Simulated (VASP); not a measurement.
# MgO (rock salt): single point with LDA

Crystal: MgO (rock salt).

```
Mg O
1.0
     0.00000    1.69273    1.69273
     1.69273    0.00000    1.69273
     1.69273    1.69273    0.00000
Mg O
1 1
Direct
  0.00000 0.00000 0.00000
  0.50000 0.50000 0.50000
```

This cell differs from its parent crystal: volume scaled by 0.52.

```
Program                : VASP 6.6.1
Task                   : single point
Functional             : LDA
Potentials or basis    : VASP PAW LDA potentials, release 64 (Mg, O)
Cutoff                 : 600 eV
k mesh                 : 10 × 10 × 10
Occupations            : gaussian, width 0.01 eV
Spin                   : no spin polarisation
Dipole correction      : no
Further INCAR settings : ALGO = Normal; EDIFF = 1e-06; NBANDS = 11
```

```yaml
Pressure: 395.1 GPa
Band_gap_on_the_k_mesh: 8.38 eV, indirect (least direct gap 10.83 eV)
```

Levels at points of the mesh, in eV from the valence-band top:
```tsv
k point	band 2	band 3	band 4	band 5	band 6	band 7
(0.00, 0.00, 0.00)	0.00	0.00	0.00	14.21	18.73	18.73
(0.50, 0.00, 0.00)	-8.58	-2.01	-2.01	12.62	20.65	23.84
(0.50, 0.50, 0.00)	-7.38	-2.45	-2.45	8.38	19.25	21.58
```

Wall time 10 s on 1 thread of Intel Xeon 8259CL, with other jobs on the host, peak memory 0.12 GiB.

 A k mesh can miss the band edges.
